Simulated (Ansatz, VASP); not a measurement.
**Zn: VASP beside Ansatz**

```xyz
6
Lattice="2.7786 0.0000 0.0000 0.0000 2.7786 0.0000 0.0000 0.0000 24.8239" Properties=species:S:1:pos:R:3 pbc="T T T"
Zn    1.3893    1.3893    7.5000
Zn    0.0000    0.0000    9.4648
Zn    1.3893    1.3893   11.4296
Zn    0.0000    0.0000   13.3943
Zn    1.3893    1.3893   15.3591
Zn    0.0000    0.0000   17.3239
```

Alike in both runs: task single point; functional PBE; k mesh 10 × 10 × 1; occupations fermi-dirac, width 0.05 eV; no spin polarisation.

|  | VASP | Ansatz |
| --- | --- | --- |
| version | VASP 6.6.1 | Ansatz 0.2.0 |
| potentials or method | VASP PAW PBE potentials, release 64 (Zn) | Ansatz PAW |
| plane-wave cutoff (eV) | 520 | 420 |
| valence electrons in the cell | 72 | 72 |

VASP gave:

- gap on the k mesh at the Fermi level (eV): none
- rms of the force components (eV/Å): 0.057

Q: Estimate Ansatz's values.

A: gap on the k mesh at the Fermi level (eV): none; rms of the force components (eV/Å): 0.055.

Atom by atom the forces differ by 0.004 eV/Å (rms over components). A gap of «none» marks a metal or a gap that the smearing closes.
